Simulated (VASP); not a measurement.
Na2Hf, 6 atoms in the cell. The structure is cubic, space group Fd-3m (No. 227). Conventional cell: a = 7.895 Å, b = 7.895 Å, c = 7.895 Å, α = 90.00°, β = 90.00°, γ = 90.00°. Within 3.7 Å of Na (site symmetry -3m) lie 6 Na at 2.79 Å and 6 Hf at 3.27 Å. Hf (site symmetry -43m) has 12 Na at 3.27 Å and 4 Hf at 3.42 Å within 4.3 Å. 

- Program: VASP 6.6.1
- Task: single point
- Functional: PBE
- Potentials or basis: VASP PAW PBE potentials, release 64 (Na_pv, Hf_pv)
- Cutoff: 520 eV
- k mesh: 4 × 4 × 4
- Occupations: gaussian, width 0.1 eV
- Spin: no spin polarisation
- Dipole correction: no
- Further INCAR settings: ALGO = Normal; EDIFF = 1e-06; NBANDS = 33

Potentials or basis: VASP PAW PBE potentials, release 64 (Na_pv, Hf_pv).

The run is started by

```console
$ cat potpaw_PBE.64/Na_pv/POTCAR potpaw_PBE.64/Hf_pv/POTCAR > POTCAR
$ mpirun -np 1 vasp_std > vasp.out
```

Hardware: 1 thread of Intel(R) Xeon(R) Platinum 8259CL CPU @ 2.50GHz (Skylake/Cascade Lake), with other jobs on the host.

Q: How long does it take, and how much memory?

A: It took 37 s on 1 thread of Intel(R) Xeon(R) Platinum 8259CL CPU @ 2.50GHz (Skylake/Cascade Lake), on a shared host, peak memory 0.25 GiB. Counts: scf iterations 14, k points 8.
